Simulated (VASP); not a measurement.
InSb3, 4 atoms in the cell. The typed cell holds 4 atoms: a = 5.366 Å, b = 5.366 Å, c = 5.366 Å, α = 60.00°, β = 60.00°, γ = 60.00°. 

```yaml
Program: VASP 6.6.1
Task: single point
Functional: LDA
Potentials_or_basis: VASP PAW LDA potentials, release 64 (Sb, In_d)
Cutoff: 520 eV
k_mesh: 7 × 7 × 7
Occupations: gaussian, width 0.05 eV
Spin: no spin polarisation
Dipole_correction: no
Further_INCAR_settings: ALGO = Normal; EDIFF = 1e-06; NBANDS = 22
```

Potentials or basis: VASP PAW LDA potentials, release 64 (Sb, In_d).

The run is started by

```bash
$ cat potpaw_LDA.64/Sb/POTCAR potpaw_LDA.64/In_d/POTCAR > POTCAR
$ mpirun -np 1 vasp_std > vasp.out
```

Hardware: 1 thread of Intel(R) Xeon(R) Platinum 8259CL CPU @ 2.50GHz (Skylake/Cascade Lake), on a shared host.

Estimate the wall time of this run.

It took 3.8 min on 1 thread of Intel(R) Xeon(R) Platinum 8259CL CPU @ 2.50GHz (Skylake/Cascade Lake), on a shared host, peak memory 0.48 GiB. Counts: scf iterations 10, k points 172.
